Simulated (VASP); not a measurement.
# ScGa3 (Pm-3m) in VASP: further runs

The runs below take ScGa3 through electric field gradients, with LDA.

Everything below comes from runs of VASP 6.6.1. Logs are shortened: lines on timing, memory, paths and dates and some standing lists are left out, and cuts for length are marked.

## 1. The cell of the first run

It takes space group Pm-3m (No. 221, cubic). The conventional cell has a = 4.109 Å, b = 4.109 Å, c = 4.109 Å, α = 90.00°, β = 90.00°, γ = 90.00°. Within 3.8 Å of Sc (site symmetry m-3m) lie 12 Ga at 2.91 Å. Ga (site symmetry 4/mmm) has 4 Sc at 2.91 Å and 8 Ga at 2.91 Å within 3.8 Å.

## 2. Electric field gradients, LDA (volume scaled by 1.01)

The input, INCAR:

```
  ALGO = Normal
  EDIFF = 1E-8
  ENCUT = 520
  GGA = CA
  ISIF = 2
  ISMEAR = -1
  LASPH = T
  LCHARG = F
  LEFG = T
  LREAL = F
  LWAVE = F
  NBANDS = 33
  NELM = 100
  PREC = Accurate
  SIGMA = 0.05
```

The input, KPOINTS:

```
k-points
0
Gamma
  9 9 9
```

The input, POSCAR:

```
ScGa3
1.0
    4.1086047511      0.0000000000      0.0000000000
    0.0000000000      4.1086047511      0.0000000000
    0.0000000000      0.0000000000      4.1086047511
Sc Ga
1 3
Direct
    0.0000000000      0.0000000000      0.0000000000
    0.0000000000      0.5000000000      0.5000000000
    0.5000000000      0.0000000000      0.5000000000
    0.5000000000      0.5000000000      0.0000000000
```

Potentials or basis: VASP PAW LDA potentials, release 64 (Sc_sv, Ga_d).

Command:

```
$ cat potpaw_LDA.64/Sc_sv/POTCAR potpaw_LDA.64/Ga_d/POTCAR > POTCAR
$ mpirun -np 1 vasp_std > vasp.out
```

OUTCAR:

```text
EDIFF = 1E-8
   ENCUT = 520
   GGA = CA
   ISIF = 2
   ISMEAR = -1
   LASPH = T
   LREAL = F
   NELM = 100
   PREC = Accurate

 ion  position               nearest neighbor table
   1  0.000  0.000  0.000-   2 2.91   3 2.91   4 2.91   2 2.91   3 2.91   2 2.91   4 2.91   2 2.91
                             3 2.91   4 2.91   3 2.91   4 2.91
   2  0.000  0.500  0.500-   1 2.91   3 2.91   4 2.91   1 2.91   4 2.91   1 2.91   3 2.91   1 2.91
                             3 2.91   4 2.91   4 2.91   3 2.91
   3  0.500  0.000  0.500-   1 2.91   2 2.91   4 2.91   1 2.91   4 2.91   2 2.91   4 2.91   4 2.91
                             1 2.91   2 2.91   1 2.91   2 2.91
   4  0.500  0.500  0.000-   1 2.91   2 2.91   3 2.91   2 2.91   3 2.91   1 2.91   3 2.91   3 2.91
                             1 2.91   2 2.91   2 2.91   1 2.91

  LATTYP: Found a simple cubic cell.
 ALAT       =     4.1086047511

  Lattice vectors:

 A1 = (   4.1086047511,   0.0000000000,   0.0000000000)
 A2 = (   0.0000000000,   4.1086047511,   0.0000000000)
 A3 = (   0.0000000000,   0.0000000000,   4.1086047511)

Analysis of symmetry for initial positions (statically):
=====================================================================
 Subroutine PRICEL returns:
 Original cell was already a primitive cell.

 Routine SETGRP: Setting up the symmetry group for a
 simple cubic supercell.

 Subroutine GETGRP returns: Found 48 space group operations
 (whereof 48 operations were pure point group operations)
 out of a pool of 48 trial point group operations.

The static configuration has the point symmetry O_h .

Analysis of symmetry for dynamics (positions and initial velocities):
=====================================================================
 Subroutine PRICEL returns:
 Original cell was already a primitive cell.

 Routine SETGRP: Setting up the symmetry group for a
 simple cubic supercell.

 Subroutine GETGRP returns: Found 48 space group operations
 (whereof 48 operations were pure point group operations)
 out of a pool of 48 trial point group operations.

The dynamic configuration has the point symmetry O_h .

 Subroutine INISYM returns: Found 48 space group operations
 (whereof 48 operations are pure point group operations),
 and found     1 'primitive' translations

----------------------------------------------------------------------------------------

                                     Primitive cell

  volume of cell :      69.3558

  direct lattice vectors                    reciprocal lattice vectors
     4.108604751  0.000000000  0.000000000     0.243391628  0.000000000  0.000000000
     0.000000000  4.108604751  0.000000000     0.000000000  0.243391628  0.000000000
     0.000000000  0.000000000  4.108604751     0.000000000  0.000000000  0.243391628

  length of vectors
     4.108604751  4.108604751  4.108604751     0.243391628  0.243391628  0.243391628

  position of ions in fractional coordinates (direct lattice)
     0.000000000  0.000000000  0.000000000
     0.000000000  0.500000000  0.500000000
     0.500000000  0.000000000  0.500000000
     0.500000000  0.500000000  0.000000000

  ion indices of the primitive-cell ions
   primitive index   ion index
                 1           1
                 2           2
                 3           3
                 4           4

----------------------------------------------------------------------------------------

 KPOINTS: k-points

Automatic generation of k-mesh.
 Grid dimensions read from file:
 generate k-points for:    9    9    9

 Generating k-lattice:

  Cartesian coordinates                     Fractional coordinates (reciprocal lattice)
     0.027043514  0.000000000  0.000000000     0.111111111  0.000000000  0.000000000
     0.000000000  0.027043514  0.000000000     0.000000000  0.111111111  0.000000000
     0.000000000  0.000000000  0.027043514     0.000000000  0.000000000  0.111111111

[... 45 lines left out ...]
   NGXF,Y,Z  is equivalent  to a cutoff of  25.90, 25.90, 25.90 a.u.
 SYSTEM =  unknown system
   PREC   = accura    normal or accurate (medium, high low for compatibility)
   ISTART =      0    job   : 0-new  1-cont  2-samecut
   ICHARG =      2    charge: 1-file 2-atom 10-const
   ISPIN  =      1    spin polarized calculation?
   LNONCOLLINEAR =      F non collinear calculations
   LSORBIT =      F    spin-orbit coupling
   LASPH  =      T    aspherical Exc in radial PAW
   ENCUT  =  520.0 eV  38.22 Ry    6.18 a.u.   7.64  7.64  7.64*2*pi/ulx,y,z
   NELM   =    100;   NELMIN=  2; NELMDL= -5     # of ELM steps
   EDIFF  = 0.1E-07   stopping-criterion for ELM
   LREAL  =      F    real-space projection
   EDIFFG = 0.1E-06   stopping-criterion for IOM
   NSW    =      0    number of steps for IOM
   IBRION =     -1    ionic relax: 0-MD 1-quasi-New 2-CG
   NFREE  =      0    steps in history (QN), initial steepest desc. (CG)
   ISIF   =      2    stress and relaxation
   ISYM   =      2    0-nonsym 1-usesym 2-fastsym
   POTIM  = 0.5000    time-step for ionic-motion
   TEBEG  =    0.0;   TEEND  =   0.0 temperature during run
   PSTRESS=    0.0 pullay stress
   NELECT =      50.0000    total number of electrons
   NUPDOWN=      -1.0000    fix difference up-down
   EMIN   =  10.00;   EMAX   =-10.00  energy-range for DOS
   EFERMI =   0.00;   METHOD = LEGACY
   ISMEAR =    -1;   SIGMA  =   0.05  broadening in eV -4-tet -1-fermi 0-gaus
   EFERMI_NEDOS =   21; number of points for ismear=-14 and -15
   IALGO  =     38    algorithm
   IMIX   =      4    mixing-type and parameters
     AMIX     =   0.40;   BMIX     =  1.00
     AMIX_MAG =   1.60;   BMIX_MAG =  1.00
  volume/ion in A,a.u.               =      17.34       117.01
  Fermi-wavevector in a.u.,A,eV,Ry     =   1.467925  2.773976 29.317877  2.154803
  Thomas-Fermi vector in A             =   2.583484
   LORBIT       =      0    0 simple, 1 ext, 2 COOP (PROOUT), +10 PAW based schemes
   GGA     = CA    functional components
   LHFCALC =     F    Hartree Fock is set to
   AEXX    =    0.0000 exact exchange contribution
   IVDW    =     0    specifies the selected vdW correction
   LEPSILON=     F    determine dielectric tensor
   LRPA    =     F    only Hartree local field effects (RPA)
 non-spin polarized calculation
  energy-cutoff  :      520.00
  volume of cell :       69.36
 maximum number of plane-waves:      1881
 NGX is ok and might be reduce to    32
   NGX = 15   NGY = 15   NGZ = 15

 number of electron      50.0000000 magnetization

 Free energy of the ion-electron system (eV)
  ---------------------------------------------------
  ext. energy  EPLUGINS =         0.00000000
  ---------------------------------------------------
  free energy    TOTEN  =       -19.73473328 eV

  energy without entropy =      -19.72533274  energy(sigma->0) =      -19.73003301

 E-fermi :   6.0912     XC(G=0): -11.7552

 val. band max:        6.0497304586   @ k =   0.3333   0.3333   0.0000
 cond. band min:       6.1447389813   @ k =   0.2222   0.2222   0.1111
 fundamental gap:      0.0950085227
 Fermi energy:         6.0911880220

 k-point     1 :       0.0000    0.0000    0.0000
  band No.  band energies     occupation
      1     -42.6761      2.00000
      2     -21.6921      2.00000
      3     -21.6921      2.00000
      4     -21.6921      2.00000
      5      -9.1027      2.00000
      6      -9.0790      2.00000
[... 853 lines left out ...]
     32      10.8171      0.00000
     33      11.8727      0.00000

 [... further k-points ...]

------------------------ aborting loop because EDIFF is reached ----------------------------------------

  FORCE on cell =-STRESS in cart. coord.  units (eV):
  Direction    XX          YY          ZZ          XY          YZ          ZX
  --------------------------------------------------------------------------------------
  -------------------------------------------------------------------------------------
  Total       -2.5600967     -2.5600967     -2.5600967      0.0000000     -0.0000000      0.0000000
  in kB      -59.1403470    -59.1403470    -59.1403470      0.0000000     -0.0000000      0.0000000
  external PRESSURE =     -59.1403470 kB  Pullay stress =       0.0000000 kB

 VOLUME and BASIS-vectors are now :
 -----------------------------------------------------------------------------
  energy-cutoff  :      520.00
  volume of cell :       69.36
      direct lattice vectors                 reciprocal lattice vectors
     4.108604751  0.000000000  0.000000000     0.243391628  0.000000000  0.000000000
     0.000000000  4.108604751  0.000000000     0.000000000  0.243391628  0.000000000
     0.000000000  0.000000000  4.108604751     0.000000000  0.000000000  0.243391628

 POSITION                                       TOTAL-FORCE (eV/Angst)
 -----------------------------------------------------------------------------------
      0.00000      0.00000      0.00000         0.000000      0.000000      0.000000
      0.00000      2.05430      2.05430         0.000000      0.000000      0.000000
      2.05430      0.00000      2.05430         0.000000      0.000000      0.000000
      2.05430      2.05430      0.00000         0.000000      0.000000      0.000000
 -----------------------------------------------------------------------------------
    total drift:                                0.000000     -0.000000     -0.000000

  FREE ENERGIE OF THE ION-ELECTRON SYSTEM (eV)
  ---------------------------------------------------
  free  energy   TOTEN  =       -19.7347332807 eV

  energy  without entropy=      -19.7253327410  energy(sigma->0) =      -19.73003301

 Electric field gradients (V/A^2)
---------------------------------------------------------------------
 ion       V_xx      V_yy      V_zz      V_xy      V_xz      V_yz
---------------------------------------------------------------------
   1      -0.000    -0.000     0.000     0.000     0.000     0.000
   2      62.507   -31.254   -31.254    -0.000     0.000    -0.000
   3     -31.254    62.507   -31.254    -0.000    -0.000    -0.000
   4     -31.254   -31.254    62.507    -0.000    -0.000    -0.000
---------------------------------------------------------------------

 Electric field gradients after diagonalization (V/A^2)
 (convention: |V_zz| > |V_xx| > |V_yy|)
----------------------------------------------------------------------
 ion       V_xx      V_yy      V_zz     asymmetry (V_yy - V_xx)/ V_zz
----------------------------------------------------------------------
   1      -0.000     0.000    -0.000      -0.525
   2     -31.254   -31.254    62.507       0.000
   3     -31.254   -31.254    62.507       0.000
   4     -31.254   -31.254    62.507       0.000
----------------------------------------------------------------------

           NMR quadrupolar parameters

 Cq : quadrupolar parameter    Cq=e*Q*V_zz/h
 eta: asymmetry parameters     (V_yy - V_xx)/ V_zz
 Q  : nuclear electric quadrupole moment in mb (millibarn)
----------------------------------------------------------------------
 ion       Cq(MHz)       eta       Q (mb)
----------------------------------------------------------------------
   1      -0.000      -0.525       1.000
   2       0.151       0.000       1.000
   3       0.151       0.000       1.000
   4       0.151       0.000       1.000
----------------------------------------------------------------------
```

Run time: 24 s. Hardware: 1 thread of Intel Xeon 6975P-C (Granite Rapids), shared host; peak memory 0.2 GiB.

Results:

```yaml
Free_energy: -19.7347 eV
Pressure: -5.9 GPa
Band_gap_on_the_k_mesh: zero (band 25 reaches 6.38 eV, above the bottom of band 26 at 3.25 eV)
```

Electric field gradients, principal values (V/Å²):
```csv
atom,least,middle,greatest (by size)
1 Sc,0.000,0.000,0.000
2 Ga,-31.254,-31.254,62.507
3 Ga,-31.254,-31.254,62.507
4 Ga,-31.254,-31.254,62.507
```

Caveat: without QUAD_EFG the Cq values of the log hold for a quadrupole moment of 1 mb, not for the nuclei.

## 3. Electric field gradients, LDA (volume scaled by 1.01)

The input, INCAR:

```
SYSTEM = ScGa3
PREC = Accurate
ENCUT = 520
EDIFF = 1E-8
ISMEAR = -1
SIGMA = 0.05
LREAL = .FALSE.
LASPH = .TRUE.
NELM = 100
ALGO = Normal
ISIF = 2
LWAVE = .FALSE.
LCHARG = .FALSE.
GGA = CA
LEFG = .TRUE.
NBANDS = 33
```

The input, KPOINTS:

```
regular mesh
0
G
  9 9 9
  0 0 0
```

POSCAR is that of step 2.

Potentials or basis: VASP PAW LDA potentials, release 64 (Sc_sv, Ga_d).

Command:

```
$ cat potpaw_LDA.64/Sc_sv/POTCAR potpaw_LDA.64/Ga_d/POTCAR > POTCAR
$ mpirun -np 1 vasp_std > vasp.out
```

OUTCAR:

```text
SYSTEM = ScGa3
   PREC = Accurate
   ENCUT = 520
   EDIFF = 1E-8
   ISMEAR = -1
   LREAL = .FALSE.
   LASPH = .TRUE.
   NELM = 100
   ISIF = 2
   GGA = CA

 ion  position               nearest neighbor table
   1  0.000  0.000  0.000-   2 2.91   3 2.91   4 2.91   2 2.91   3 2.91   2 2.91   4 2.91   2 2.91
                             3 2.91   4 2.91   3 2.91   4 2.91
   2  0.000  0.500  0.500-   1 2.91   3 2.91   4 2.91   1 2.91   4 2.91   1 2.91   3 2.91   1 2.91
                             3 2.91   4 2.91   4 2.91   3 2.91
   3  0.500  0.000  0.500-   1 2.91   2 2.91   4 2.91   1 2.91   4 2.91   2 2.91   4 2.91   4 2.91
                             1 2.91   2 2.91   1 2.91   2 2.91
   4  0.500  0.500  0.000-   1 2.91   2 2.91   3 2.91   2 2.91   3 2.91   1 2.91   3 2.91   3 2.91
                             1 2.91   2 2.91   2 2.91   1 2.91

  LATTYP: Found a simple cubic cell.
 ALAT       =     4.1086047511

  Lattice vectors:

 A1 = (   4.1086047511,   0.0000000000,   0.0000000000)
 A2 = (   0.0000000000,   4.1086047511,   0.0000000000)
 A3 = (   0.0000000000,   0.0000000000,   4.1086047511)

[... 1073 lines left out ...]
      0.00000      2.05430      2.05430         0.000000      0.000000      0.000000
      2.05430      0.00000      2.05430         0.000000      0.000000      0.000000
      2.05430      2.05430      0.00000         0.000000      0.000000      0.000000
 -----------------------------------------------------------------------------------
    total drift:                                0.000000     -0.000000     -0.000000

  FREE ENERGIE OF THE ION-ELECTRON SYSTEM (eV)
  ---------------------------------------------------
  free  energy   TOTEN  =       -19.7347332807 eV

  energy  without entropy=      -19.7253327410  energy(sigma->0) =      -19.73003301

 Electric field gradients (V/A^2)
---------------------------------------------------------------------
 ion       V_xx      V_yy      V_zz      V_xy      V_xz      V_yz
---------------------------------------------------------------------
   1      -0.000    -0.000     0.000     0.000     0.000     0.000
   2      62.507   -31.254   -31.254    -0.000     0.000    -0.000
   3     -31.254    62.507   -31.254    -0.000    -0.000    -0.000
   4     -31.254   -31.254    62.507    -0.000    -0.000    -0.000
---------------------------------------------------------------------

 Electric field gradients after diagonalization (V/A^2)
 (convention: |V_zz| > |V_xx| > |V_yy|)
----------------------------------------------------------------------
 ion       V_xx      V_yy      V_zz     asymmetry (V_yy - V_xx)/ V_zz
----------------------------------------------------------------------
   1      -0.000     0.000    -0.000      -0.525
   2     -31.254   -31.254    62.507       0.000
   3     -31.254   -31.254    62.507       0.000
   4     -31.254   -31.254    62.507       0.000
----------------------------------------------------------------------

           NMR quadrupolar parameters

 Cq : quadrupolar parameter    Cq=e*Q*V_zz/h
 eta: asymmetry parameters     (V_yy - V_xx)/ V_zz
 Q  : nuclear electric quadrupole moment in mb (millibarn)
----------------------------------------------------------------------
 ion       Cq(MHz)       eta       Q (mb)
----------------------------------------------------------------------
   1      -0.000      -0.525       1.000
   2       0.151       0.000       1.000
   3       0.151       0.000       1.000
   4       0.151       0.000       1.000
----------------------------------------------------------------------
```

Run time: 24 s. Hardware: 1 thread of Intel Xeon 6975P-C (Granite Rapids), shared host; peak memory 0.19 GiB.

Results:

```yaml
Free_energy: -19.7347 eV
Pressure: -5.9 GPa
Band_gap_on_the_k_mesh: zero (band 25 reaches 6.38 eV, above the bottom of band 26 at 3.25 eV)
```

Levels at points of the mesh, in eV from the Fermi level:
| k point | band 23 | band 24 | band 25 | band 26 | band 27 | band 28 |
| --- | --- | --- | --- | --- | --- | --- |
| (0.00, 0.00, 0.00) | -1.89 | -1.89 | -1.89 | 1.68 | 1.68 | 1.68 |

Electric field gradients, principal values (V/Å²):
```
atom    least   middle  greatest (by size)
1 Sc    0.000    0.000               0.000
2 Ga  -31.254  -31.254              62.507
3 Ga  -31.254  -31.254              62.507
4 Ga  -31.254  -31.254              62.507
```

Caveat: without QUAD_EFG the Cq values of the log hold for a quadrupole moment of 1 mb, not for the nuclei.
